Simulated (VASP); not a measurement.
# Al15BN16 (a cell with a defect) in VASP: notebook

Runs on Al15BN16 (a cell with a defect). Level: PBE. Tasks: relaxation of the atoms, single point.

All numbers are computed with VASP 6.6.1; they aren't measurements. Logs are shortened: lines on timing, memory, paths and dates and some standing lists are left out, and cuts for length are marked.

## (1) The cell of the first run

The cell holds a defect, 32 atoms: a = 6.260 Å, b = 6.260 Å, c = 10.035 Å, α = 90.00°, β = 90.00°, γ = 120.00°.

## (2) Relaxation of the atoms, PBE

Input file INCAR:

```
SYSTEM = Al15BN16
  PREC = Accurate
  ENCUT = 520
  EDIFF = 1E-7
  ISMEAR = 0
  SIGMA = 0.01
  LREAL = Auto
  LASPH = .True.
  NELM = 120
  ALGO = Normal
  ISIF = 2
  LWAVE = .False.
  LCHARG = .False.
  GGA = PE
  IBRION = 2
  NSW = 100
  EDIFFG = -0.03
  GGA_COMPAT = .False.
  NELMIN = 4
  ISYM = -1
```

Input file KPOINTS:

```
explicit points
1
Reciprocal
  0.25000000   0.25000000   0.25000000 1
```

Input file POSCAR:

```
Al15BN16
1.0
    6.2595139100      0.0000000600      0.0000000000
   -3.1297570100      5.4208980300      0.0000000000
    0.0000000000      0.0000000000     10.0348065900
Al B N
15 1 16
Direct
    0.3333333300      0.1666666700      0.2496176900
    0.3333333300      0.1666666700      0.7496176900
    0.1666666700      0.3333333300      0.9996176900
    0.3333333300      0.6666666700      0.2496176900
    0.1666666700      0.8333333300      0.4996176900
    0.3333333300      0.6666666700      0.7496176900
    0.1666666700      0.8333333300      0.9996176900
    0.8333333300      0.1666666700      0.2496176900
    0.6666666700      0.3333333300      0.4996176900
    0.8333333300      0.1666666700      0.7496176900
    0.6666666700      0.3333333300      0.9996176900
    0.8333333300      0.6666666700      0.2496176900
    0.6666666700      0.8333333300      0.4996176900
    0.8333333300      0.6666666700      0.7496176900
    0.6666666700      0.8333333300      0.9996176900
    0.1666666700      0.3333333300      0.4996176900
    0.3333333300      0.1666666700      0.4403823100
    0.1666666700      0.3333333300      0.1903823100
    0.3333333300      0.1666666700      0.9403823100
    0.1666666700      0.3333333300      0.6903823100
    0.3333333300      0.6666666700      0.4403823100
    0.1666666700      0.8333333300      0.1903823100
    0.3333333300      0.6666666700      0.9403823100
    0.1666666700      0.8333333300      0.6903823100
    0.8333333300      0.1666666700      0.4403823100
    0.6666666700      0.3333333300      0.1903823100
    0.8333333300      0.1666666700      0.9403823100
    0.6666666700      0.3333333300      0.6903823100
    0.8333333300      0.6666666700      0.4403823100
    0.6666666700      0.8333333300      0.1903823100
    0.8333333300      0.6666666700      0.9403823100
    0.6666666700      0.8333333300      0.6903823100
```

Potentials or basis: VASP PAW PBE potentials, release 64 (Al, B, N).

Launch:

```
cat potpaw_PBE.64/Al/POTCAR potpaw_PBE.64/B/POTCAR potpaw_PBE.64/N/POTCAR > POTCAR
mpirun -np 1 vasp_std > vasp.out
```

OUTCAR:

```text
SYSTEM = Al15BN16
   PREC = Accurate
   ENCUT = 520
   EDIFF = 1E-7
   ISMEAR = 0
   LREAL = Auto
   LASPH = .True.
   NELM = 120
   ISIF = 2
   GGA = PE
   IBRION = 2
   NSW = 100
   EDIFFG = -0.03
   NELMIN = 4
   ISYM = -1

 ion  position               nearest neighbor table
   1  0.333  0.167  0.250-  18 1.90  26 1.90  22 1.90  17 1.91   3 3.09   9 3.09  11 3.09   5 3.09
                             7 3.09  12 3.13  12 3.13   8 3.13   8 3.13   4 3.13   4 3.13
   2  0.333  0.167  0.750-  20 1.90  28 1.90  24 1.90  19 1.91   3 3.09   9 3.09  11 3.09   5 3.09
                             7 3.09  14 3.13  14 3.13  10 3.13  10 3.13   6 3.13   6 3.13
   3  0.167  0.333  1.000-  19 1.90  27 1.90  23 1.90  18 1.91   1 3.09   2 3.09   8 3.09  10 3.09
                             4 3.09   6 3.09  15 3.13  15 3.13  11 3.13  11 3.13   7 3.13   7 3.13
   4  0.333  0.667  0.250-  22 1.90  30 1.90  18 1.90  21 1.91   5 3.09   7 3.09  13 3.09  15 3.09
                             3 3.09   8 3.13   8 3.13  12 3.13  12 3.13   1 3.13   1 3.13
   5  0.167  0.833  0.500-  21 1.90  29 1.90  17 1.90  24 1.91   4 3.09   6 3.09  12 3.09  14 3.09
                             1 3.09   2 3.09   9 3.13   9 3.13  13 3.13  13 3.13
   6  0.333  0.667  0.750-  24 1.90  32 1.90  20 1.90  23 1.91   5 3.09   7 3.09  13 3.09  15 3.09
                             3 3.09  10 3.13  10 3.13  14 3.13  14 3.13   2 3.13   2 3.13
   7  0.167  0.833  1.000-  23 1.90  31 1.90  19 1.90  22 1.91   4 3.09   6 3.09  12 3.09  14 3.09
                             1 3.09   2 3.09  11 3.13  11 3.13  15 3.13  15 3.13   3 3.13   3 3.13
   8  0.833  0.167  0.250-  26 1.90  18 1.90  30 1.90  25 1.91   9 3.09  11 3.09   3 3.09  13 3.09
                            15 3.09   4 3.13   4 3.13   1 3.13   1 3.13  12 3.13  12 3.13
   9  0.667  0.333  0.500-  25 1.90  17 1.90  29 1.90  28 1.91   8 3.09  10 3.09   1 3.09   2 3.09
[... 16 lines left out ...]
  19  0.333  0.167  0.940-   3 1.90  11 1.90   7 1.90   2 1.91
  20  0.167  0.333  0.690-   2 1.90  10 1.90   6 1.90  16 1.91
  21  0.333  0.667  0.440-   5 1.90  13 1.90  16 1.90   4 1.91
[... 9 lines left out ...]
  31  0.833  0.667  0.940-  15 1.90   7 1.90  11 1.90  14 1.91
  32  0.667  0.833  0.690-  14 1.90   6 1.90  10 1.90  13 1.91

IMPORTANT INFORMATION: All symmetrisations will be switched off!
NOSYMM: (Re-)initialisation of all symmetry stuff for point group C_1.

----------------------------------------------------------------------------------------

                                     Primitive cell

  volume of cell :     340.5029

  direct lattice vectors                    reciprocal lattice vectors
     6.259513910  0.000000060  0.000000000     0.159756813  0.092235641  0.000000000
    -3.129757010  5.420898030  0.000000000    -0.000000002  0.184471279  0.000000000
     0.000000000  0.000000000 10.034806590     0.000000000  0.000000000  0.099653141

  length of vectors
     6.259513910  6.259513910 10.034806590     0.184471279  0.184471279  0.099653141

  position of ions in fractional coordinates (direct lattice)
     0.333333330  0.166666670  0.249617690
     0.333333330  0.166666670  0.749617690
     0.166666670  0.333333330  0.999617690
     0.333333330  0.666666670  0.249617690
     0.166666670  0.833333330  0.499617690
[... 128 lines left out ...]
 maximum number of plane-waves:      9148
 NGX is ok and might be reduce to    48
   NGX = 23   NGY = 23   NGZ = 37

--------------------------------------- Ionic step        1  -------------------------------------------

 number of electron     127.9999982 magnetization

 Free energy of the ion-electron system (eV)
  ---------------------------------------------------
  ext. energy  EPLUGINS =         0.00000000
  ---------------------------------------------------
  free energy    TOTEN  =      -240.57574145 eV

  energy without entropy =     -240.57574145  energy(sigma->0) =     -240.57574145

------------------------ aborting loop because EDIFF is reached ----------------------------------------

  FORCE on cell =-STRESS in cart. coord.  units (eV):
  Direction    XX          YY          ZZ          XY          YZ          ZX
  --------------------------------------------------------------------------------------
  -------------------------------------------------------------------------------------
  Total       -9.4145601    -17.2703992     -4.1357147     -6.7965603      0.2590630      0.1266548
  in kB      -44.2985754    -81.2628601    -19.4598865    -31.9800324      1.2189757      0.5959520
  external PRESSURE =     -48.3404407 kB  Pullay stress =       0.0000000 kB
[... 179 lines left out ...]
  FREE ENERGIE OF THE ION-ELECTRON SYSTEM (eV)
  ---------------------------------------------------
  free  energy   TOTEN  =      -241.5967715475 eV

  energy  without entropy=     -241.5967715475  energy(sigma->0) =     -241.59677155

[... ionic steps 4 to 9 ...]

--------------------------------------- Ionic step       10  -------------------------------------------

 number of electron     127.9999996 magnetization

------------------------ aborting loop because EDIFF is reached ----------------------------------------
[... 127 lines left out ...]
--------------------------------------- Ionic step       12  -------------------------------------------

 number of electron     127.9999996 magnetization

 Free energy of the ion-electron system (eV)
  ---------------------------------------------------
  ext. energy  EPLUGINS =         0.00000000
  ---------------------------------------------------
  free energy    TOTEN  =      -241.78499831 eV

  energy without entropy =     -241.78499831  energy(sigma->0) =     -241.78499831

 E-fermi :   5.4345     XC(G=0): -10.8050

 val. band max:        5.3703659011   @ k =   0.2500   0.2500   0.2500
 cond. band min:      10.6392667343   @ k =   0.2500   0.2500   0.2500
 fundamental gap:      5.2689008333
 Fermi energy:         5.4344890292

 k-point     1 :       0.2500    0.2500    0.2500
  band No.  band energies     occupation
      1      -8.9022      2.00000
      2      -8.4621      2.00000
      3      -8.2337      2.00000
      4      -8.0954      2.00000
      5      -7.8752      2.00000
      6      -7.7714      2.00000
[... 68 lines left out ...]
     75      12.6319      0.00000
     76      12.8822      0.00000
 [bands above 76 left out]

------------------------ aborting loop because EDIFF is reached ----------------------------------------

  FORCE on cell =-STRESS in cart. coord.  units (eV):
  Direction    XX          YY          ZZ          XY          YZ          ZX
  --------------------------------------------------------------------------------------
  -------------------------------------------------------------------------------------
  Total      -11.8015043    -21.4061401     -6.6510346     -8.3273214      0.1574582      0.2879322
  in kB      -55.5299259   -100.7228694    -31.2952865    -39.1827629      0.7408922      1.3548149
  external PRESSURE =     -62.5160273 kB  Pullay stress =       0.0000000 kB
[... 47 lines left out ...]
  FREE ENERGIE OF THE ION-ELECTRON SYSTEM (eV)
  ---------------------------------------------------
  free  energy   TOTEN  =      -241.7849983119 eV

  energy  without entropy=     -241.7849983119  energy(sigma->0) =     -241.78499831

 reached required accuracy - stopping structural energy minimisation
```

OSZICAR:

```text
N       E                     dE             d eps       ncg     rms          rms(c)
DAV:   1     0.551323135017E+03    0.55132E+03   -0.60114E+04   162   0.143E+03
DAV:   2    -0.219899984438E+03   -0.77122E+03   -0.74998E+03   203   0.279E+02
DAV:   3    -0.274151658942E+03   -0.54252E+02   -0.53957E+02   196   0.810E+01
[... 140 lines left out ...]
DAV:   3    -0.241785015071E+03    0.37633E-04   -0.71076E-05   196   0.421E-02    0.271E-02
DAV:   4    -0.241784998030E+03    0.17042E-04   -0.10144E-04   188   0.425E-02    0.108E-02
DAV:   5    -0.241784998600E+03   -0.57069E-06   -0.26085E-05   196   0.211E-02    0.896E-03
DAV:   6    -0.241784998399E+03    0.20083E-06   -0.55067E-06   188   0.886E-03    0.456E-03
DAV:   7    -0.241784998312E+03    0.87520E-07   -0.60767E-07   196   0.315E-03
  12 F= -.24178500E+03 E0= -.24178500E+03  d E =-.651185E-03
```

It took 6.7 min on 1 thread of Intel Xeon 6975P-C (Granite Rapids), shared host; peak memory 0.47 GiB.

Results:

| Item | Value |
| --- | --- |
| Free energy | -241.7850 eV |
| Energy gained by relaxing | 37.8 meV/atom |
| Ionic steps | 12 |
| Pressure after relaxing | -6.3 GPa |
| Largest force after relaxing | 0.027 eV/Å |
| Band gap on the k mesh | 5.27 eV |

Forces in eV/Å, atoms in the order of the input:
```
Al   0.000  0.000 -0.014
Al   0.011 -0.007  0.009
Al  -0.004  0.003 -0.002
Al   0.001 -0.010 -0.002
Al  -0.013 -0.002  0.002
Al   0.002 -0.002  0.003
Al   0.005  0.005 -0.006
Al   0.009  0.004 -0.002
Al  -0.005  0.012  0.002
Al   0.002 -0.001  0.002
Al  -0.002 -0.006 -0.006
Al   0.005 -0.003 -0.025
Al   0.004 -0.002  0.004
Al   0.001 -0.001  0.007
Al  -0.010  0.006 -0.006
B    0.003 -0.002 -0.002
N   -0.008  0.004  0.002
N    0.006 -0.003 -0.014
N   -0.015  0.008  0.002
N    0.005 -0.003  0.017
N   -0.010  0.004 -0.002
N    0.011  0.001  0.010
N   -0.001 -0.013  0.002
N    0.007 -0.002  0.002
N   -0.009  0.007 -0.003
N    0.004 -0.010  0.011
N    0.011  0.008  0.002
N    0.004 -0.005  0.002
N   -0.005  0.003 -0.026
N   -0.007  0.004  0.007
N   -0.003  0.002  0.022
N    0.002 -0.001  0.002
```

Stress tensor (GPa, compression positive):
```
 -5.55  -3.92   0.14
 -3.92 -10.07   0.07
  0.14   0.07  -3.13
```

Step by step:
```
step  energy change (eV)  largest force (eV/Å)  pressure (GPa)
   1              0.0000                2.7060           -4.83
   2             -0.9349                1.1135           -5.87
   3             -1.0210                0.8638           -5.94
   4             -1.1477                0.5628           -6.27
   5             -1.1553                0.4595           -6.23
   6             -1.1946                0.2085           -6.25
   7             -1.1951                0.2261           -6.25
   8             -1.2057                0.1276           -6.26
   9             -1.2059                0.1045           -6.26
  10             -1.2086                0.0473           -6.24
  11             -1.2086                0.0458           -6.25
  12             -1.2093                0.0267           -6.25
```

Final structure:
```
Al B N
1.0
     6.25951    0.00000    0.00000
    -3.12976    5.42090    0.00000
     0.00000    0.00000   10.03481
Al B N
15 1 16
Direct
  0.33008 0.16992 0.25490
  0.33206 0.16796 0.74405
  0.16659 0.33345 0.99923
  0.33012 0.66008 0.25473
  0.16177 0.83054 0.50102
  0.33229 0.66402 0.74372
  0.16851 0.83431 0.99985
  0.84000 0.16993 0.25475
  0.66939 0.33825 0.50102
  0.83601 0.16779 0.74377
  0.66572 0.33149 0.99986
  0.83339 0.66664 0.25023
  0.66830 0.83177 0.50086
  0.83340 0.66661 0.75138
  0.66576 0.83422 0.99979
  0.16777 0.33196 0.50629
  0.31678 0.18296 0.44760
  0.16782 0.33220 0.18782
  0.33124 0.16882 0.93632
  0.16795 0.33191 0.66879
  0.31461 0.63612 0.44727
  0.17092 0.83375 0.19269
  0.33120 0.66594 0.93590
  0.16631 0.83139 0.68975
  0.86408 0.18560 0.44733
  0.66626 0.32904 0.19273
  0.83403 0.16872 0.93593
  0.66849 0.33365 0.68974
  0.83165 0.66830 0.43940
  0.66657 0.83346 0.19221
  0.83219 0.66777 0.94170
  0.66873 0.83145 0.68937
```

(Part 1 of 2 ends here.)
